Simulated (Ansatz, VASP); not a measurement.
**Two plane-wave programs on HfO2**

The input POSCAR:

```
HfO2
1.0
    3.5580193300      0.0000000000      0.0000000000
    0.0000000000      3.5580193300      0.0000000000
    0.0000000000      0.0000000000      5.1718612100
Hf O
2 4
Direct
    0.6462955849      0.5000000000      0.4422987157
    0.0000000000      0.0000000000      0.0000000000
    0.0000000000      0.5000000000      0.6972078800
    0.5000000000      0.0000000000      0.8027921200
    0.5000000000      0.0000000000      0.3027921200
    0.0000000000      0.5000000000      0.1972078800
```

The input INCAR.step1:

```
PREC = Accurate
ENCUT = 520
ISMEAR = 0
SIGMA = 0.05
LREAL = False
LASPH = True
NELM = 80
NBANDS = 31
GGA = PE
ALGO = Normal
EDIFF = 1E-4
LWAVE = True
LCHARG = False
```

File INCAR.step2:

```
PREC = Accurate
ENCUT = 520
EDIFF = 1E-6
ISMEAR = 0
SIGMA = 0.05
LREAL = False
LASPH = True
NELM = 80
ALGO = Normal
ISIF = 2
LWAVE = False
LCHARG = False
METAGGA = R2SCAN
LMIXTAU = True
NBANDS = 31
ISTART = 1
```

Contents of KPOINTS:

```
Automatic mesh
0
Gamma
  6 6 6
```

Input for Ansatz:

```yaml
crystal:
  lattice:
    - [3.55801933, 0.0, 0.0]
    - [0.0, 3.55801933, 0.0]
    - [0.0, 0.0, 5.17186121]
  atoms:
    - { symbol: Hf, position: [0.6462955849, 0.5, 0.4422987157] }
    - { symbol: Hf, position: [0.0, 0.0, 0.0] }
    - { symbol: O, position: [0.0, 0.5, 0.69720788] }
    - { symbol: O, position: [0.5, 0.0, 0.80279212] }
    - { symbol: O, position: [0.5, 0.0, 0.30279212] }
    - { symbol: O, position: [0.0, 0.5, 0.19720788] }
basis:
  ecutwfc: 500
kpoints:
  mp_grid: { grid: [6, 6, 6] }
hamiltonian:
  xc: r2scan
scf:
  occupations: { method: gaussian, width: 0.05 }
output:
  forces: true
  stress: true
  eigenvalues: true
  write_density: true
  write_potential: true
  elf: true
  volumetric_format: npy
```

Alike in both runs: task single point; functional r2SCAN; k mesh 6 × 6 × 6; occupations gaussian, width 0.05 eV; no spin polarisation.

|  | VASP | Ansatz |
| --- | --- | --- |
| version | VASP 6.6.1 | Ansatz 0.2.0 |
| potentials or method | VASP PAW PBE potentials, release 64 (Hf_pv, O), cutoff 520 eV | scalar-relativistic, plane waves, PAW |
| valence electrons in the cell | 44 | 76 |

Ansatz gave:

- gap on the k mesh at the Fermi level (eV): 3.84
- least direct gap on the mesh (eV): 4.25
- pressure (GPa): 26.0
- traceless stress, the component that is largest in VASP (GPa): -5.32
- rms of the force components (eV/Å): 3.277

**Question.** Estimate VASP's values.

**Answer.** gap on the k mesh at the Fermi level (eV): 3.78; least direct gap on the mesh (eV): 4.21; pressure (GPa): 22.9; traceless stress, the component that is largest in VASP (GPa): -5.35; rms of the force components (eV/Å): 3.281.

VASP's potentials were made for PBE, not for r2SCAN. Atom by atom the forces differ by 0.046 eV/Å (rms over components). VASP's potentials hold 44 valence electrons a cell and Ansatz's 76, so a difference there can come from the potentials and not from the codes.

Spin-orbit coupling is off throughout.
